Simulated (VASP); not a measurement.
# MoS2 (R3m) in VASP: a series of runs, part 2 of 2

VASP 6.6.1.

### 4 Single point, RPBE

File INCAR:

```
  PREC = Accurate
  ENCUT = 520
  EDIFF = 1E-6
  ISMEAR = 1
  SIGMA = 0.15
  LREAL = F
  LASPH = T
  NELM = 100
  ALGO = Normal
  ISIF = 2
  LWAVE = F
  LCHARG = F
  GGA = RP
  NBANDS = 20
```

File KPOINTS:

```
regular mesh
0
Gamma
  12 12 12
```

File POSCAR:

```
MoS2
1.0
    1.5800000000      0.9122100000      6.1500000000
   -1.5800000000      0.9122100000      6.1500000000
    0.0000000000     -1.8244300000      6.1500000000
Mo S
1 2
Direct
    0.0000000000      0.0000000000      0.0000000000
    0.2500000000      0.2500000000      0.2500000000
    0.4170000000      0.4170000000      0.4170000000
```

Potentials or basis: VASP PAW PBE potentials, release 64 (Mo_sv, S).

Run with:

```
$ cat potpaw_PBE.64/Mo_sv/POTCAR potpaw_PBE.64/S/POTCAR > POTCAR
$ mpirun -np 1 vasp_std > vasp.out
```

OUTCAR:

```text
PREC = Accurate
   ENCUT = 520
   EDIFF = 1E-6
   ISMEAR = 1
   LREAL = F
   LASPH = T
   NELM = 100
   ISIF = 2
   GGA = RP

 ion  position               nearest neighbor table
   1  0.000  0.000  0.000-   2 2.39   2 2.39   2 2.39   3 2.39   3 2.39   3 2.39
   2  0.250  0.250  0.250-   1 2.39   1 2.39   1 2.39
   3  0.417  0.417  0.417-   1 2.39   1 2.39   1 2.39

  LATTYP: Found a trigonal (rhomboedric) cell.
 ALAT       =     6.4149066310
 COS(alpha) =     0.8786713151

  Lattice vectors:

 A1 = (   1.5800000000,   0.9122100000,   6.1500000000)
 A2 = (  -1.5800000000,   0.9122100000,   6.1500000000)
 A3 = (   0.0000000000,  -1.8244300000,   6.1500000000)

Analysis of symmetry for initial positions (statically):
=====================================================================
 Subroutine PRICEL returns:
 Original cell was already a primitive cell.

 Routine SETGRP: Setting up the symmetry group for a
 trigonal (rhombohedral) supercell.

 Subroutine GETGRP returns: Found  6 space group operations
 (whereof  6 operations were pure point group operations)
 out of a pool of 12 trial point group operations.

The static configuration has the point symmetry C_3v.

Analysis of symmetry for dynamics (positions and initial velocities):
=====================================================================
 Subroutine PRICEL returns:
 Original cell was already a primitive cell.

 Routine SETGRP: Setting up the symmetry group for a
 trigonal (rhombohedral) supercell.

 Subroutine GETGRP returns: Found  6 space group operations
 (whereof  6 operations were pure point group operations)
 out of a pool of 12 trial point group operations.

The dynamic configuration has the point symmetry C_3v.

 Subroutine INISYM returns: Found  6 space group operations
 (whereof  6 operations are pure point group operations),
 and found     1 'primitive' translations

----------------------------------------------------------------------------------------

                                     Primitive cell

  volume of cell :      53.1839

  direct lattice vectors                    reciprocal lattice vectors
     1.580000000  0.912210000  6.150000000     0.316455696  0.182705800  0.054200641
    -1.580000000  0.912210000  6.150000000    -0.316455696  0.182705800  0.054200641
     0.000000000 -1.824430000  6.150000000     0.000000000 -0.365411600  0.054200344

  length of vectors
     6.414906631  6.414906631  6.414908014     0.369409429  0.369409429  0.369409413

  position of ions in fractional coordinates (direct lattice)
     0.000000000  0.000000000  0.000000000
     0.250000000  0.250000000  0.250000000
     0.417000000  0.417000000  0.417000000

  ion indices of the primitive-cell ions
   primitive index   ion index
                 1           1
                 2           2
                 3           3

----------------------------------------------------------------------------------------

 KPOINTS: regular mesh

Automatic generation of k-mesh.
 Grid dimensions read from file:
 generate k-points for:   12   12   12

 Generating k-lattice:

  Cartesian coordinates                     Fractional coordinates (reciprocal lattice)
     0.026371308  0.015225483  0.004516720     0.083333333 -0.000000000  0.000000000
    -0.026371308  0.015225483  0.004516720    -0.000000000  0.083333333  0.000000000
     0.000000000 -0.030450967  0.004516695    -0.000000000 -0.000000000  0.083333333

  Length of vectors
     0.030784119  0.030784119  0.030784118

  Shift w.r.t. Gamma in fractional coordinates (k-lattice)
     0.000000000  0.000000000  0.000000000

 Subroutine IBZKPT returns following result:
 ===========================================

 Found    189 irreducible k-points:

 Following reciprocal coordinates:
            Coordinates               Weight
  0.000000  0.000000  0.000000      1.000000
  0.083333 -0.000000  0.000000      6.000000
  0.166667  0.000000  0.000000      6.000000
  0.250000  0.000000  0.000000      6.000000
  0.333333 -0.000000  0.000000      6.000000
  0.416667  0.000000  0.000000      6.000000
[... 16 lines left out ...]
  0.500000  0.166667  0.000000     12.000000
 -0.416667  0.166667  0.000000     12.000000
 [... further k-points ...]
   k-points           NKPTS =    189   k-points in BZ     NKDIM =    189   number of bands    NBANDS=     20
   number of dos      NEDOS =    301   number of ions     NIONS =      3
   total plane-waves  NPLWV = 110592
   dimension x,y,z NGX =    48 NGY =   48 NGZ =   48
   dimension x,y,z NGXF=    96 NGYF=   96 NGZF=   96
   ions per type =               1   2
   NGX,Y,Z   is equivalent  to a cutoff of  12.44, 12.44, 12.44 a.u.
   NGXF,Y,Z  is equivalent  to a cutoff of  24.88, 24.88, 24.88 a.u.
 SYSTEM =  unknown system
   PREC   = accura    normal or accurate (medium, high low for compatibility)
   ISTART =      0    job   : 0-new  1-cont  2-samecut
   ICHARG =      2    charge: 1-file 2-atom 10-const
   ISPIN  =      1    spin polarized calculation?
   LNONCOLLINEAR =      F non collinear calculations
   LSORBIT =      F    spin-orbit coupling
   LASPH  =      T    aspherical Exc in radial PAW
   ENCUT  =  520.0 eV  38.22 Ry    6.18 a.u.  11.93 11.93 11.93*2*pi/ulx,y,z
   NELM   =    100;   NELMIN=  2; NELMDL= -5     # of ELM steps
   EDIFF  = 0.1E-05   stopping-criterion for ELM
   LREAL  =      F    real-space projection
[... 7 lines left out ...]
   TEBEG  =    0.0;   TEEND  =   0.0 temperature during run
   PSTRESS=    0.0 pullay stress
   NELECT =      26.0000    total number of electrons
   NUPDOWN=      -1.0000    fix difference up-down
   EMIN   =  10.00;   EMAX   =-10.00  energy-range for DOS
   EFERMI =   0.00;   METHOD = LEGACY
   ISMEAR =     1;   SIGMA  =   0.15  broadening in eV -4-tet -1-fermi 0-gaus
   EFERMI_NEDOS =   21; number of points for ismear=-14 and -15
   IALGO  =     38    algorithm
   IMIX   =      4    mixing-type and parameters
     AMIX     =   0.40;   BMIX     =  1.00
     AMIX_MAG =   1.60;   BMIX_MAG =  1.00
  volume/ion in A,a.u.               =      17.73       119.63
  Fermi-wavevector in a.u.,A,eV,Ry     =   1.289652  2.437090 22.629253  1.663203
  Thomas-Fermi vector in A             =   2.421532
   LORBIT       =      0    0 simple, 1 ext, 2 COOP (PROOUT), +10 PAW based schemes
   GGA     = RP    functional components
   LHFCALC =     F    Hartree Fock is set to
   AEXX    =    0.0000 exact exchange contribution
   IVDW    =     0    specifies the selected vdW correction
   LEPSILON=     F    determine dielectric tensor
   LRPA    =     F    only Hartree local field effects (RPA)
 non-spin polarized calculation
 Methfessel and Paxton  Order N= 1 SIGMA  =   0.15
  energy-cutoff  :      520.00
  volume of cell :       53.18
 maximum number of plane-waves:      1447
   NGX = 23   NGY = 23   NGZ = 23

 number of electron      25.9999998 magnetization

 Free energy of the ion-electron system (eV)
  ---------------------------------------------------
  ext. energy  EPLUGINS =         0.00000000
  ---------------------------------------------------
  free energy    TOTEN  =       -20.47478411 eV

  energy without entropy =      -20.47488076  energy(sigma->0) =      -20.47481633

 E-fermi :   7.7948     XC(G=0): -10.6743

 val. band max:        7.7324967148   @ k =   0.5000   0.5000   0.5000
 cond. band min:       8.6916635998   @ k =  -0.1667   0.5000   0.1667
 fundamental gap:      0.9591668849
 Fermi energy:         7.7948078622

 k-point     1 :       0.0000    0.0000    0.0000
  band No.  band energies     occupation
      1     -53.8331      2.00000
      2     -27.9949      2.00000
      3     -27.7718      2.00000
      4     -27.7718      2.00000
      5      -7.3724      2.00000
      6      -5.6634      2.00000
[... 12 lines left out ...]
     19      15.9378      0.00000
     20      16.3791      0.00000

 k-point     2 :       0.0833   -0.0000    0.0000
  band No.  band energies     occupation
      1     -53.8303      2.00000
      2     -27.9894      2.00000
      3     -27.7997      2.00000
      4     -27.7781      2.00000
      5      -7.2641      2.00000
      6      -5.6307      2.00000
[... 498 lines left out ...]
 k-point    24 :      -0.4167    0.1667    0.0000
  band No.  band energies     occupation
      1     -53.7890      2.00000
      2     -28.1435      2.00000
      3     -27.9286      2.00000
      4     -27.9072      2.00000
      5      -5.2225      2.00000
      6      -5.0229      2.00000
[... 12 lines left out ...]
     19      16.1081      0.00000
     20      16.4510      0.00000

 [... further k-points ...]

------------------------ aborting loop because EDIFF is reached ----------------------------------------

  FORCE on cell =-STRESS in cart. coord.  units (eV):
  Direction    XX          YY          ZZ          XY          YZ          ZX
  --------------------------------------------------------------------------------------
  -------------------------------------------------------------------------------------
  Total        2.3254631      2.3254626      3.1315284      0.0000000     -0.0000017     -0.0000000
  in kB       70.0551663     70.0551522     94.3380875      0.0000000     -0.0000511     -0.0000000
  external PRESSURE =      78.1494687 kB  Pullay stress =       0.0000000 kB

 VOLUME and BASIS-vectors are now :
 -----------------------------------------------------------------------------
  energy-cutoff  :      520.00
  volume of cell :       53.18
      direct lattice vectors                 reciprocal lattice vectors
     1.580000000  0.912210000  6.150000000     0.316455696  0.182705800  0.054200641
    -1.580000000  0.912210000  6.150000000    -0.316455696  0.182705800  0.054200641
     0.000000000 -1.824430000  6.150000000     0.000000000 -0.365411600  0.054200344

 POSITION                                       TOTAL-FORCE (eV/Angst)
 -----------------------------------------------------------------------------------
      0.00000      0.00000      0.00000         0.000000     -0.000000      0.087740
      0.00000     -0.00000      4.61250         0.000000      0.000000     -0.567690
      0.00000     -0.00000      7.69365         0.000000     -0.000000      0.479950
 -----------------------------------------------------------------------------------
    total drift:                                0.000000     -0.000003      0.000047

  FREE ENERGIE OF THE ION-ELECTRON SYSTEM (eV)
  ---------------------------------------------------
  free  energy   TOTEN  =       -20.4747841096 eV

  energy  without entropy=      -20.4748807600  energy(sigma->0) =      -20.47481633
```

OSZICAR:

```text
N       E                     dE             d eps       ncg     rms          rms(c)
DAV:   1     0.184613479861E+03    0.18461E+03   -0.13521E+04  7592   0.123E+03
DAV:   2    -0.144736312718E+02   -0.19909E+03   -0.19341E+03  9132   0.317E+02
DAV:   3    -0.217655716224E+02   -0.72919E+01   -0.72235E+01  9352   0.570E+01
DAV:   4    -0.218510421318E+02   -0.85471E-01   -0.85418E-01  9248   0.654E+00
DAV:   5    -0.218524125243E+02   -0.13704E-02   -0.13703E-02  9500   0.804E-01    0.252E+01
DAV:   6    -0.208069946914E+02    0.10454E+01   -0.97890E+00  8064   0.192E+01    0.960E+00
DAV:   7    -0.205644079303E+02    0.24259E+00   -0.35047E+00  7760   0.109E+01    0.629E+00
DAV:   8    -0.204726810180E+02    0.91727E-01   -0.52504E-01  8416   0.453E+00    0.184E+00
DAV:   9    -0.204753869725E+02   -0.27060E-02   -0.19965E-02  8792   0.938E-01    0.648E-01
DAV:  10    -0.204746382859E+02    0.74869E-03   -0.77516E-03  8360   0.590E-01    0.121E-01
DAV:  11    -0.204747491817E+02   -0.11090E-03   -0.59951E-04  9160   0.171E-01    0.768E-02
DAV:  12    -0.204747428340E+02    0.63477E-05   -0.68589E-05  8600   0.487E-02    0.240E-02
DAV:  13    -0.204747813027E+02   -0.38469E-04   -0.61669E-05  8224   0.450E-02    0.160E-02
DAV:  14    -0.204747832851E+02   -0.19824E-05   -0.24809E-06 10132   0.933E-03    0.972E-03
DAV:  15    -0.204747841096E+02   -0.82445E-06   -0.21565E-06  8240   0.884E-03
   1 F= -.20474784E+02 E0= -.20474816E+02  d E =0.966504E-04
```

Run time: 3.6 min. Hardware: 1 thread of Intel Xeon 6975P-C (Granite Rapids), shared host; peak memory 0.43 GiB.

What came out:

```
Free energy            : -20.4748 eV
Pressure               : 7.8 GPa
Largest force          : 0.568 eV/Å
Band gap on the k mesh : 0.96 eV (least direct gap 1.71 eV)
```

Forces in eV/Å, atoms in the order of the input:
```
Mo   0.000  0.000  0.088
S    0.000  0.000 -0.568
S    0.000  0.000  0.480
```

Stress tensor (GPa, compression positive):
```
7.01 0.00 0.00
0.00 7.01 0.00
0.00 0.00 9.43
```

Levels at points of the mesh, in eV from the valence-band top:
| k point | band 10 | band 11 | band 12 | band 13 | band 14 | band 15 | band 16 | band 17 |
| --- | --- | --- | --- | --- | --- | --- | --- | --- |
| (0.00, 0.00, 0.00) | -2.33 | -2.33 | -1.28 | -1.13 | 2.04 | 2.04 | 2.45 | 2.45 |
| (0.50, 0.00, 0.00) | -4.05 | -2.37 | -1.67 | -1.47 | 1.60 | 2.05 | 3.52 | 3.53 |
| (0.50, 0.50, 0.00) | -3.98 | -2.92 | -1.85 | -1.31 | 1.56 | 2.17 | 3.08 | 3.92 |
| (0.50, 0.50, 0.50) | -3.44 | -2.30 | -2.30 | 0.00 | 2.13 | 2.13 | 2.32 | 2.32 |

Caveat: the cell stands under pressure; the PAW data sets were made with another functional, which shifts forces and pressure a little. A k mesh can miss the band edges.

### 5 Single point, PBEsol

File INCAR:

```
SYSTEM = MoS2
ALGO = Normal
EDIFF = 1E-7
ENCUT = 520
GGA = PS
ISIF = 2
ISMEAR = 1
LASPH = .TRUE.
LCHARG = .FALSE.
LREAL = .FALSE.
LWAVE = .FALSE.
NBANDS = 20
NELM = 60
PREC = Accurate
SIGMA = 0.15
```

File KPOINTS:

```
k-points
0
G
  12 12 12
  0 0 0
```

POSCAR is that of step 4.

Run with:

```
$ cat potpaw_PBE.64/Mo_sv/POTCAR potpaw_PBE.64/S/POTCAR > POTCAR
$ mpirun -np 1 vasp_std > vasp.out
```

Wall time 3.6 min (1 thread of Intel Xeon 6975P-C (Granite Rapids), shared host); peak memory 0.43 GiB.

Results (log left out):

```
Free energy            : -23.4442 eV
Pressure               : 0.3 GPa
Largest force          : 0.260 eV/Å
Band gap on the k mesh : 0.91 eV (least direct gap 1.71 eV)
```

Forces on the atoms (eV/Å):
```
Mo   0.000  0.000  0.086
S    0.000  0.000 -0.260
S    0.000  0.000  0.174
```

Stress tensor (GPa, compression positive):
```
-0.65  0.00  0.00
 0.00 -0.65  0.00
 0.00  0.00  2.30
```

Levels at points of the mesh, in eV from the valence-band top:
```tsv
k point	band 9	band 10	band 11	band 12	band 13	band 14	band 15	band 16	band 17	band 18
(0.00, 0.00, 0.00)	-3.49	-2.34	-2.34	-1.27	-1.20	2.02	2.02	2.46	2.46	5.40
(0.50, 0.00, 0.00)	-5.10	-4.08	-2.37	-1.66	-1.52	1.58	2.00	3.45	3.50	5.19
(0.50, 0.50, 0.00)	-4.81	-4.01	-2.94	-1.85	-1.35	1.53	2.13	2.98	3.93	5.93
(0.50, 0.50, 0.50)	-3.50	-3.50	-2.32	-2.32	0.00	2.12	2.12	2.33	2.33	5.50
```

Caveat: the PAW data sets were made with another functional, which shifts forces and pressure a little. A k mesh can miss the band edges.

### 6 Overview

```csv
level,gap on the mesh (eV),pressure (GPa),largest force (eV/Å)
revPBE,0.95,7.1,0.55
BLYP,0.94,12.9,0.94
RPBE,0.96,7.8,0.57
PBEsol,0.91,0.3,0.26
```

Alike in all rows: task single point; potentials or basis VASP PAW PBE potentials, release 64 (Mo_sv, S); no spin polarisation; cell as given; k mesh 12 × 12 × 12; cutoff (eV) 520; smearing methfessel-paxton 0.15 eV.

On the cell as given the gap runs from 0.91 eV (PBEsol) to 0.96 eV (RPBE). The pressure there spans 0.3 GPa (PBEsol) to 12.9 GPa (BLYP); a positive pressure means that this level wants a larger cell, a negative one a smaller.

Caveats: the PAW data sets were made with another functional, which shifts forces and pressure a little; the cell stands under pressure (at least some runs).

Total energies depend on the potentials used, so only differences within one code and one set of settings carry meaning.
